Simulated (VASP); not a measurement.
Runs of VASP 6.6.1 on Lu. The structure is that of space group P6_3/mmc (No. 194), or close to it. The cells are those of the table. 

| cell | gap on the mesh (eV) | pressure (GPa) |
| --- | --- | --- |
| a = 3.510, b = 3.510, c = 5.567 Å, angles 90.0, 90.0, 120.0°, 2 atoms | none | -0.5 |
| a = 3.405, b = 3.405, c = 5.567 Å, angles 90.0, 90.0, 120.0°, 2 atoms | none | 2.3 |
| a = 3.533, b = 3.533, c = 5.603 Å, angles 90.0, 90.0, 120.0°, 2 atoms | none | -1.4 |
| a = 3.486, b = 3.486, c = 5.529 Å, angles 90.0, 90.0, 120.0°, 2 atoms | none | (a) |

Alike in all rows: task single point; level PBE; potentials or basis VASP PAW PBE potentials, release 64 (Lu); no spin polarisation; k mesh 13 × 13 × 8; cutoff (eV) 520; smearing fermi-dirac 0.03 eV.

Task: Estimate the missing entries.

Result: (a) 0.4.

Caveats: spin-orbit coupling is left out, which moves the levels of the heavy elements.

A k mesh can miss the band edges, and the runs leave out spin-orbit coupling on Lu.

A gap of «none» marks levels without a gap at the run's occupations.
